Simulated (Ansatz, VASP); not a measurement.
**One calculation of BN, two programs**

```
B N
1.0
     2.55394    0.00000    0.00000
    -1.27697    2.21178    0.00000
     0.00000    0.00000    4.22685
B N
2 2
Direct
  0.63101 0.30723 0.98606
  0.29768 0.64056 0.48606
  0.66667 0.33333 0.62528
  0.33333 0.66667 0.12528
```

Change from the starting cell: all B atoms moved -0.100 Å, as atom 1 along Cartesian [1 1 1].

Alike in both runs: task single point; functional PBE; k mesh 12 × 12 × 6; occupations gaussian, width 0.05 eV; no spin polarisation.

|  | VASP | Ansatz |
| --- | --- | --- |
| version | VASP 6.6.1 | Ansatz 0.2.0 |
| potentials or method | VASP PAW PBE potentials, release 64 (B, N), cutoff 520 eV | scalar-relativistic, plane waves, PAW |
| valence electrons in the cell | 16 | 16 |

Ansatz gave:

```
gap on the k mesh at the Fermi level (eV)                     : 4.04
least direct gap on the mesh (eV)                             : 7.46
pressure (GPa)                                                : 2.1
traceless stress, the component that is largest in VASP (GPa) : -1.53
rms of the force components (eV/Å)                            : 1.252
```

**Question.** What did VASP give for the same quantities?

**Answer.** gap on the k mesh at the Fermi level (eV): 4.02; least direct gap on the mesh (eV): 7.46; pressure (GPa): 2.3; traceless stress, the component that is largest in VASP (GPa): -1.61; rms of the force components (eV/Å): 1.258.

Atom by atom the forces differ by 0.006 eV/Å (rms over components). With one functional, cell and mesh, what is left measures potentials, basis and numerics.
